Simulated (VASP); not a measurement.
# MgH2N2 (C2/m) in VASP: notebook

MgH2N2 is run at these levels: r2SCAN; tasks: single point.

All numbers are computed with VASP 6.6.1; they aren't measurements. Logs are shortened: lines on timing, memory, paths and dates and some standing lists are left out, and cuts for length are marked.

## (1) The cell of the first run

It takes space group C2/m (No. 12, monoclinic). The conventional cell has a = 5.470 Å, b = 3.158 Å, c = 4.794 Å, α = 90.00°, β = 90.00°, γ = 90.00°. Mg (site symmetry 2/m) has 6 N at 2.10 Å and 4 H at 2.65 Å within 2.8 Å. Within 1.3 Å of N (site symmetry m) lie 1 H at 0.96 Å. Within 1.3 Å of H (site symmetry m) lie 1 N at 0.96 Å.

## (2) Single point, r2SCAN

POSCAR

```
MgH2N2
1.0
    3.1579130000      0.0000000000      0.0000000000
   -1.5789560000      2.7348350000      0.0000000000
    0.0000000000      0.0000000000      4.7940490000
Mg N H
1 2 2
Direct
    0.0000000000      0.0000000000      0.0000000000
    0.3333000000      0.6667000000      0.7813000000
    0.6667000000      0.3333000000      0.2187000000
    0.3616000000      0.6384000000      0.5839000000
    0.6384000000      0.3616000000      0.4161000000
```

INCAR.step1

```
PREC = Accurate
ENCUT = 520
ISMEAR = -1
SIGMA = 0.0667
LREAL = False
LASPH = True
NELM = 80
NBANDS = 15
GGA = PE
ALGO = Normal
EDIFF = 1E-4
LWAVE = True
LCHARG = False
```

INCAR.step2

```
PREC = Accurate
ENCUT = 520
EDIFF = 1E-7
ISMEAR = -1
SIGMA = 0.0667
LREAL = False
LASPH = True
NELM = 80
ALGO = Normal
ISIF = 2
LWAVE = False
LCHARG = False
METAGGA = R2SCAN
LMIXTAU = True
NBANDS = 15
ISTART = 1
```

KPOINTS

```
Automatic mesh
0
Gamma
  7 7 4
```

Potentials or basis: VASP PAW PBE potentials, release 64 (Mg, N, H).

Launch:

```bash
$ cat potpaw_PBE.64/Mg/POTCAR potpaw_PBE.64/N/POTCAR potpaw_PBE.64/H/POTCAR > POTCAR
$ cp INCAR.step1 INCAR
$ mpirun -np 1 vasp_std > vasp.out
$ cp INCAR.step2 INCAR
$ mpirun -np 1 vasp_std > vasp.out
```

OUTCAR:

```text
PREC = Accurate
   ENCUT = 520
   EDIFF = 1E-7
   ISMEAR = -1
   LREAL = False
   LASPH = True
   NELM = 80
   ISIF = 2
   METAGGA = R2SCAN
   ISTART = 1

 ion  position               nearest neighbor table
   1  0.000  0.000  0.000-   2 2.10   3 2.10   3 2.10   2 2.10   3 2.10   2 2.10
   2  0.333  0.667  0.781-   4 0.96   1 2.10   1 2.10   1 2.10
   3  0.667  0.333  0.219-   5 0.96   1 2.10   1 2.10   1 2.10
   4  0.362  0.638  0.584-   2 0.96
   5  0.638  0.362  0.416-   3 0.96

  LATTYP: Found a hexagonal cell.
 ALAT       =     3.1579130000
 C/A-ratio  =     1.5181067369

  Lattice vectors:

 A1 = (   3.1579130000,   0.0000000000,   0.0000000000)
 A2 = (  -1.5789560000,   2.7348350000,   0.0000000000)
 A3 = (   0.0000000000,   0.0000000000,   4.7940490000)

Analysis of symmetry for initial positions (statically):
=====================================================================
 Subroutine PRICEL returns:
 Original cell was already a primitive cell.

 Routine SETGRP: Setting up the symmetry group for a
 hexagonal supercell.

 Subroutine GETGRP returns: Found  4 space group operations
 (whereof  4 operations were pure point group operations)
 out of a pool of 24 trial point group operations.

The static configuration has the point symmetry C_2h.

Analysis of symmetry for dynamics (positions and initial velocities):
=====================================================================
 Subroutine PRICEL returns:
 Original cell was already a primitive cell.

 Routine SETGRP: Setting up the symmetry group for a
 hexagonal supercell.

 Subroutine GETGRP returns: Found  4 space group operations
 (whereof  4 operations were pure point group operations)
 out of a pool of 24 trial point group operations.

The dynamic configuration has the point symmetry C_2h.

 Subroutine INISYM returns: Found  4 space group operations
 (whereof  4 operations are pure point group operations),
 and found     1 'primitive' translations

----------------------------------------------------------------------------------------

                                     Primitive cell

  volume of cell :      41.4032

  direct lattice vectors                    reciprocal lattice vectors
     3.157913000  0.000000000  0.000000000     0.316664835  0.182826328  0.000000000
    -1.578956000  2.734835000  0.000000000     0.000000000  0.365652772  0.000000000
     0.000000000  0.000000000  4.794049000     0.000000000  0.000000000  0.208591944

  length of vectors
     3.157913000  3.157914585  4.794049000     0.365652956  0.365652772  0.208591944

  position of ions in fractional coordinates (direct lattice)
     0.000000000  0.000000000  0.000000000
     0.333300000  0.666700000  0.781300000
     0.666700000  0.333300000  0.218700000
     0.361600000  0.638400000  0.583900000
     0.638400000  0.361600000  0.416100000

  ion indices of the primitive-cell ions
   primitive index   ion index
                 1           1
                 2           2
                 3           3
                 4           4
                 5           5

----------------------------------------------------------------------------------------

 KPOINTS: Automatic mesh

Automatic generation of k-mesh.
 Grid dimensions read from file:
 generate k-points for:    7    7    4

 Generating k-lattice:

  Cartesian coordinates                     Fractional coordinates (reciprocal lattice)
     0.045237834  0.026118047  0.000000000     0.142857143  0.000000000  0.000000000
     0.000000000  0.052236110  0.000000000     0.000000000  0.142857143  0.000000000
     0.000000000  0.000000000  0.052147986     0.000000000  0.000000000  0.250000000

  Length of vectors
     0.052236137  0.052236110  0.052147986

  Shift w.r.t. Gamma in fractional coordinates (k-lattice)
     0.000000000  0.000000000  0.000000000

 Subroutine IBZKPT returns following result:
 ===========================================

 Found     60 irreducible k-points:

 Following reciprocal coordinates:
            Coordinates               Weight
  0.000000  0.000000  0.000000      1.000000
  0.142857  0.000000  0.000000      4.000000
 -0.142857  0.142857  0.000000      2.000000
  0.285714 -0.000000  0.000000      4.000000
 -0.285714  0.285714  0.000000      2.000000
  0.428571 -0.000000  0.000000      4.000000
[... 16 lines left out ...]
  0.000000  0.285714  0.250000      4.000000
 -0.285714  0.285714  0.250000      2.000000
 [... further k-points ...]
   k-points           NKPTS =     60   k-points in BZ     NKDIM =     60   number of bands    NBANDS=     15
   number of dos      NEDOS =    301   number of ions     NIONS =      5
   total plane-waves  NPLWV =  20736
   dimension x,y,z NGX =    24 NGY =   24 NGZ =   36
   dimension x,y,z NGXF=    48 NGYF=   48 NGZF=   72
   ions per type =               1   2   2
   NGX,Y,Z   is equivalent  to a cutoff of  12.63, 12.63, 12.48 a.u.
   NGXF,Y,Z  is equivalent  to a cutoff of  25.27, 25.27, 24.97 a.u.
 SYSTEM =  unknown system
   PREC   = accura    normal or accurate (medium, high low for compatibility)
   ISTART =      1    job   : 0-new  1-cont  2-samecut
   ICHARG =      0    charge: 1-file 2-atom 10-const
   ISPIN  =      1    spin polarized calculation?
   LNONCOLLINEAR =      F non collinear calculations
   LSORBIT =      F    spin-orbit coupling
   LASPH  =      T    aspherical Exc in radial PAW
   ENCUT  =  520.0 eV  38.22 Ry    6.18 a.u.   5.87  5.87  8.91*2*pi/ulx,y,z
   NELM   =     80;   NELMIN=  2; NELMDL=  0     # of ELM steps
   EDIFF  = 0.1E-06   stopping-criterion for ELM
   LREAL  =      F    real-space projection
   EDIFFG = 0.1E-05   stopping-criterion for IOM
   NSW    =      0    number of steps for IOM
   IBRION =     -1    ionic relax: 0-MD 1-quasi-New 2-CG
   NFREE  =      0    steps in history (QN), initial steepest desc. (CG)
   ISIF   =      2    stress and relaxation
   ISYM   =      2    0-nonsym 1-usesym 2-fastsym
   POTIM  = 0.5000    time-step for ionic-motion
   TEBEG  =    0.0;   TEEND  =   0.0 temperature during run
   PSTRESS=    0.0 pullay stress
   NELECT =      14.0000    total number of electrons
   NUPDOWN=      -1.0000    fix difference up-down
   EMIN   =  10.00;   EMAX   =-10.00  energy-range for DOS
   EFERMI =   0.00;   METHOD = LEGACY
   ISMEAR =    -1;   SIGMA  =   0.07  broadening in eV -4-tet -1-fermi 0-gaus
   EFERMI_NEDOS =   21; number of points for ismear=-14 and -15
   IALGO  =     38    algorithm
   IMIX   =      4    mixing-type and parameters
     AMIX     =   0.40;   BMIX     =  1.00
     AMIX_MAG =   1.60;   BMIX_MAG =  1.00
  volume/ion in A,a.u.               =       8.28        55.88
  Fermi-wavevector in a.u.,A,eV,Ry     =   1.140529  2.155287 17.698539  1.300806
  Thomas-Fermi vector in A             =   2.277231
   LORBIT       =      0    0 simple, 1 ext, 2 COOP (PROOUT), +10 PAW based schemes
   METAGGA = R2SCAN    functional components
   LHFCALC =     F    Hartree Fock is set to
   AEXX    =    0.0000 exact exchange contribution
   IVDW    =     0    specifies the selected vdW correction
   LEPSILON=     F    determine dielectric tensor
   LRPA    =     F    only Hartree local field effects (RPA)
 non-spin polarized calculation
  energy-cutoff  :      520.00
  volume of cell :       41.40
 maximum number of plane-waves:      1134
   NGX = 11   NGY = 11   NGZ = 17

 number of electron      13.9999999 magnetization

 Free energy of the ion-electron system (eV)
  ---------------------------------------------------
  ext. energy  EPLUGINS =         0.00000000
  ---------------------------------------------------
  free energy    TOTEN  =       -27.91763074 eV

  energy without entropy =      -27.87175666  energy(sigma->0) =      -27.89469370

 E-fermi :   0.7775     XC(G=0): -10.3094

 val. band max:        0.7701615899   @ k =   0.1429  -0.1429   0.2500
 cond. band min:       0.8138229954   @ k =   0.2857   0.1429   0.5000
 fundamental gap:      0.0436614055
 Fermi energy:         0.7774890337

 k-point     1 :       0.0000    0.0000    0.0000
  band No.  band energies     occupation
      1     -15.5436      2.00000
      2     -13.6555      2.00000
      3      -6.0576      2.00000
      4      -1.4730      2.00000
      5       0.7513      1.19374
      6       0.8405      0.55998
      7       1.7140      0.00000
      8       1.7518      0.00000
      9       7.4667      0.00000
     10       9.5544      0.00000
     11      14.4477      0.00000
     12      16.5267      0.00000
     13      17.5430      0.00000
     14      17.6115      0.00000
     15      18.5657      0.00000

 k-point     2 :       0.1429    0.0000    0.0000
  band No.  band energies     occupation
      1     -15.3689      2.00000
      2     -13.6203      2.00000
      3      -5.8423      2.00000
      4      -1.6343      2.00000
      5       0.1350      1.99987
      6       0.6104      1.84893
      7       0.9829      0.08789
      8       1.6727      0.00000
      9       8.2144      0.00000
     10      10.3165      0.00000
     11      13.8743      0.00000
     12      15.7138      0.00000
     13      17.0206      0.00000
     14      17.5725      0.00000
     15      18.2440      0.00000

 k-point     3 :      -0.1429    0.1429    0.0000
  band No.  band energies     occupation
      1     -15.3610      2.00000
      2     -13.6296      2.00000
      3      -5.8283      2.00000
      4      -1.6651      2.00000
      5       0.0752      1.99995
      6       0.6550      1.72507
      7       1.0155      0.05485
      8       1.6544      0.00000
      9       8.2318      0.00000
     10      10.3264      0.00000
     11      13.9922      0.00000
     12      15.6521      0.00000
     13      16.9949      0.00000
     14      17.7973      0.00000
     15      18.1789      0.00000

 k-point     4 :       0.2857   -0.0000    0.0000
  band No.  band energies     occupation
      1     -14.9174      2.00000
      2     -13.5753      2.00000
      3      -5.2558      2.00000
      4      -2.1772      2.00000
      5      -1.1064      2.00000
      6      -0.2337      2.00000
      7       0.2704      1.99900
      8       1.4944      0.00004
      9       9.4432      0.00000
     10      11.1140      0.00000
     11      12.7689      0.00000
     12      14.9289      0.00000
     13      15.8034      0.00000
     14      17.0060      0.00000
     15      17.8914      0.00000
[... 307 lines left out ...]
 k-point    22 :       0.2857   -0.0000    0.2500
  band No.  band energies     occupation
      1     -14.7751      2.00000
      2     -13.7653      2.00000
      3      -5.1457      2.00000
      4      -2.5223      2.00000
      5      -0.7094      2.00000
      6      -0.2651      2.00000
      7       0.3705      1.99553
      8       1.3689      0.00028
      9       9.7068      0.00000
     10      11.7828      0.00000
     11      12.3841      0.00000
     12      13.8782      0.00000
     13      15.4394      0.00000
     14      16.9030      0.00000
     15      17.9089      0.00000

 k-point    23 :       0.0000    0.2857    0.2500
  band No.  band energies     occupation
      1     -14.7364      2.00000
      2     -13.8234      2.00000
      3      -4.8445      2.00000
      4      -2.9830      2.00000
      5      -0.9502      2.00000
      6       0.1817      1.99974
      7       0.4191      1.99076
      8       1.3259      0.00054
      9       9.2199      0.00000
     10      11.4949      0.00000
     11      13.1819      0.00000
     12      14.7474      0.00000
     13      15.4461      0.00000
     14      16.4027      0.00000
     15      17.8413      0.00000

 k-point    24 :      -0.2857    0.2857    0.2500
  band No.  band energies     occupation
      1     -14.7011      2.00000
      2     -13.8542      2.00000
      3      -4.8427      2.00000
      4      -3.0040      2.00000
      5      -1.0686      2.00000
      6       0.2519      1.99924
      7       0.3845      1.99449
      8       1.3772      0.00025
      9       9.8314      0.00000
     10      11.3876      0.00000
     11      12.6466      0.00000
     12      13.8956      0.00000
     13      15.7548      0.00000
     14      16.8180      0.00000
     15      17.8736      0.00000

 [... further k-points ...]

------------------------ aborting loop because EDIFF is reached ----------------------------------------

  FORCE on cell =-STRESS in cart. coord.  units (eV):
  Direction    XX          YY          ZZ          XY          YZ          ZX
  --------------------------------------------------------------------------------------
  -------------------------------------------------------------------------------------
  Total        0.7337941      0.8137416      9.4659316      0.0692357      0.5858654     -1.0147645
  in kB       28.3955997     31.4893230    366.3027539      2.6792095     22.6712088    -39.2683007
  external PRESSURE =     142.0625589 kB  Pullay stress =       0.0000000 kB

 VOLUME and BASIS-vectors are now :
 -----------------------------------------------------------------------------
  energy-cutoff  :      520.00
  volume of cell :       41.40
      direct lattice vectors                 reciprocal lattice vectors
     3.157913000  0.000000000  0.000000000     0.316664835  0.182826328  0.000000000
    -1.578956000  2.734835000  0.000000000     0.000000000  0.365652772  0.000000000
     0.000000000  0.000000000  4.794049000     0.000000000  0.000000000  0.208591944

 POSITION                                       TOTAL-FORCE (eV/Angst)
 -----------------------------------------------------------------------------------
      0.00000      0.00000      0.00000         0.000000     -0.000000      0.000000
     -0.00016      1.82331      3.74559        -0.381931      0.220508      2.168179
      1.57911      0.91152      1.04846         0.381931     -0.220508     -2.168179
      0.13390      1.74592      2.79925         0.223619     -0.129106     -3.252358
      1.44506      0.98892      1.99480        -0.223619      0.129106      3.252358
 -----------------------------------------------------------------------------------
    total drift:                                0.000000      0.000000      0.000000

  FREE ENERGIE OF THE ION-ELECTRON SYSTEM (eV)
  ---------------------------------------------------
  free  energy   TOTEN  =       -27.9176307425 eV

  energy  without entropy=      -27.8717566594  energy(sigma->0) =      -27.89469370
```

It took 61 s on 1 thread of Intel Xeon Platinum 8488C (Sapphire Rapids), shared host; peak memory 0.18 GiB.

What came out:

* Free energy: -27.9176 eV
* Pressure: 14.2 GPa
* Largest force: 3.263 eV/Å
* Band gap on the k mesh: zero (band 7 reaches 1.71 eV, above the bottom of band 8 at 0.06 eV)

Forces in eV/Å, atoms in the order of the input:
```
Mg   0.000  0.000  0.000
N   -0.382  0.221  2.168
N    0.382 -0.221 -2.168
H    0.224 -0.129 -3.252
H   -0.224  0.129  3.252
```

Caveat: the PAW data sets were made with another functional, which shifts forces and pressure a little.

## (3) Single point, r2SCAN

POSCAR is that of step 2.

INCAR.step1

```
SYSTEM = MgH2N2
PREC     = Accurate       ! precision mode
ENCUT    = 520            ! plane-wave cutoff, eV
ISMEAR   = -1             ! smearing method
SIGMA    = 0.0667         ! smearing width, eV
LREAL    = .False.        ! projectors in reciprocal space
LASPH    = .True.         ! aspherical terms in the spheres
NELM     = 60             ! most SCF steps
NBANDS   = 15             ! bands
GGA      = PE             ! functional
ALGO     = Normal         ! electronic algorithm
EDIFF    = 1E-4           ! SCF threshold, eV
LWAVE    = .True.         ! write WAVECAR
LCHARG   = .False.        ! write CHGCAR
```

INCAR.step2

```
SYSTEM = MgH2N2
PREC     = Accurate       ! precision mode
ENCUT    = 520            ! plane-wave cutoff, eV
EDIFF    = 1E-7           ! SCF threshold, eV
ISMEAR   = -1             ! smearing method
SIGMA    = 0.0667         ! smearing width, eV
LREAL    = .False.        ! projectors in reciprocal space
LASPH    = .True.         ! aspherical terms in the spheres
NELM     = 60             ! most SCF steps
ALGO     = Normal         ! electronic algorithm
ISIF     = 2              ! what is computed and relaxed
LWAVE    = .False.        ! write WAVECAR
LCHARG   = .False.        ! write CHGCAR
METAGGA  = R2SCAN         ! meta-GGA
LMIXTAU  = .True.       
NBANDS   = 15             ! bands
ISTART   = 1
```

KPOINTS

```
Automatic mesh
0
Gamma
  7 7 4
  0.5 0.5 0.5
```

Potentials or basis: VASP PAW PBE potentials, release 64 (Mg, N, H).

Launch:

```bash
$ cat potpaw_PBE.64/Mg/POTCAR potpaw_PBE.64/N/POTCAR potpaw_PBE.64/H/POTCAR > POTCAR
$ cp INCAR.step1 INCAR
$ mpirun -np 1 vasp_std > vasp.out
$ cp INCAR.step2 INCAR
$ mpirun -np 1 vasp_std > vasp.out
```

Wall time 2.3 min (1 thread of Intel Xeon Platinum 8488C (Sapphire Rapids), shared host); peak memory 0.23 GiB.

Results (log left out):

| Quantity | Value |
| --- | --- |
| Free energy | -27.9226 eV |
| Pressure | 14.3 GPa |
| Largest force | 3.264 eV/Å |
| Band gap on the k mesh | zero (band 7 reaches 1.57 eV, above the bottom of band 8 at 0.14 eV) |

Forces on the atoms (eV/Å):
```
Mg   0.000  0.000  0.000
N   -0.365  0.211  2.142
N    0.365 -0.211 -2.142
H    0.216 -0.125 -3.254
H   -0.216  0.125  3.254
```

Stress tensor (GPa, compression positive):
```
 2.65  0.20 -3.91
 0.20  2.88  2.26
-3.91  2.26 37.26
```

Levels at points of the mesh, in eV from the Fermi level:
```csv
k point,band 3,band 4,band 5,band 6,band 7,band 8,band 9,band 10,band 11,band 12
"(0.07, 0.07, 0.12)",-6.49,-2.49,-0.34,-0.15,0.46,0.91,7.43,9.54,13.25,14.70
```

Caveat: the PAW data sets were made with another functional, which shifts forces and pressure a little.
